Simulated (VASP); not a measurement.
Write the native input for VASP 6.6.1 that does the following.

```
Task                   : single point
Functional             : PBE
Dispersion             : D3(BJ)
Potentials or basis    : VASP PAW PBE potentials, release 64 (Mg)
Cutoff                 : 520 eV
k mesh                 : 10 × 10 × 9
Occupations            : fermi-dirac, width 0.05 eV
Spin                   : no spin polarisation
Dipole correction      : no
Further INCAR settings : ALGO = Normal; EDIFF = 1e-07; NBANDS = 7
```

The structure of Mg lies in POSCAR:

```
Mg
1.0
    3.0474082186      0.0000000000      0.0000000000
   -1.5237041093      2.6391329330      0.0000000000
    0.0000000000      0.0000000000      3.0011995447
Mg
1
Direct
    0.0000000000      0.0000000000      0.0000000000
```

This isn't the form of Mg at room conditions, which is hcp.

These files were run (other wordings do the same):

INCAR

```
SYSTEM = Mg
  PREC = Accurate
  ENCUT = 520
  EDIFF = 1E-7
  ISMEAR = -1
  SIGMA = 0.05
  LREAL = .False.
  LASPH = .True.
  NELM = 60
  ALGO = Normal
  ISIF = 2
  LWAVE = .False.
  LCHARG = .False.
  GGA = PE
  IVDW = 12
  NBANDS = 7
```

KPOINTS

```
Automatic mesh
0
Gamma
  10 10 9
  0 0 0
```

Potentials or basis: VASP PAW PBE potentials, release 64 (Mg).

Command:

```console
$ cat potpaw_PBE.64/Mg/POTCAR > POTCAR
$ mpirun -np 1 vasp_std > vasp.out
```

Results of the run:

The pressure is -0.3 GPa. The band gap on the k mesh is zero (bands 1 and 2 overlap by 3.53 eV) and the dispersion energy per atom is -0.272 eV.

Caveat: three body term missing.

Wall time 5.2 s on 1 thread of Intel Xeon 8259CL (shared host), peak memory 0.14 GiB.
